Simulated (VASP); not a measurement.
Runs of VASP 6.6.1 on YbB2. The structure is that of space group P6/mmm (No. 191), or close to it. The cells are those of the table. 

| task | cell | cutoff (eV) | gap on the mesh (eV) | pressure (GPa) |
| --- | --- | --- | --- | --- |
| single point | a = 3.240, b = 3.240, c = 3.846 Å, angles 90.0, 90.0, 120.0°, 3 atoms | 520 | none | -5.1 |
| single point | a = 3.161, b = 3.161, c = 3.730 Å, angles 90.0, 90.0, 120.0°, 3 atoms | 520 | none | (b) |
| relaxation of shape and atoms at fixed volume | relaxed from a = 3.241, b = 3.241, c = 3.842 Å, angles 90.0, 90.0, 120.0°, 3 atoms | 600 | none | -4.7 |
| relaxation of shape and atoms at fixed volume | relaxed from a = 3.159, b = 3.159, c = 3.733 Å, angles 90.0, 90.0, 120.0°, 3 atoms | 600 | none | 6.5 |
| relaxation of shape and atoms at fixed volume | relaxed from a = 3.180, b = 3.180, c = 3.762 Å, angles 90.0, 90.0, 120.0°, 3 atoms | 600 | none | 3.3 |
| single point | a = 3.220, b = 3.220, c = 3.817 Å, angles 90.0, 90.0, 120.0°, 3 atoms | 520 | none | -2.5 |
| relaxation of shape and atoms at fixed volume | relaxed from a = 3.222, b = 3.222, c = 3.812 Å, angles 90.0, 90.0, 120.0°, 3 atoms | 600 | none | -2.6 |
| single point | a = 3.181, b = 3.181, c = 3.758 Å, angles 90.0, 90.0, 120.0°, 3 atoms | 520 | none | 16.4 |
| single point | a = 3.201, b = 3.201, c = 3.787 Å, angles 90.0, 90.0, 120.0°, 3 atoms | 520 | none | (a) |

Alike in all rows: level PBEsol; potentials or basis VASP PAW PBE potentials, release 64 (Yb, B); no spin polarisation; k mesh 14 × 14 × 10; smearing gaussian 0.05 eV.

Estimate the missing entries.

(a) 0.2; (b) 19.1.

Caveats: the PAW data sets were made with another functional, which shifts forces and pressure a little; spin-orbit coupling is left out, which moves the levels of the heavy elements; the cell stands under pressure (at least some runs); the cell stands under tension (at least some runs).

A k mesh can miss the band edges, and the runs leave out spin-orbit coupling on Yb.

A gap of «none» marks levels without a gap at the run's occupations.
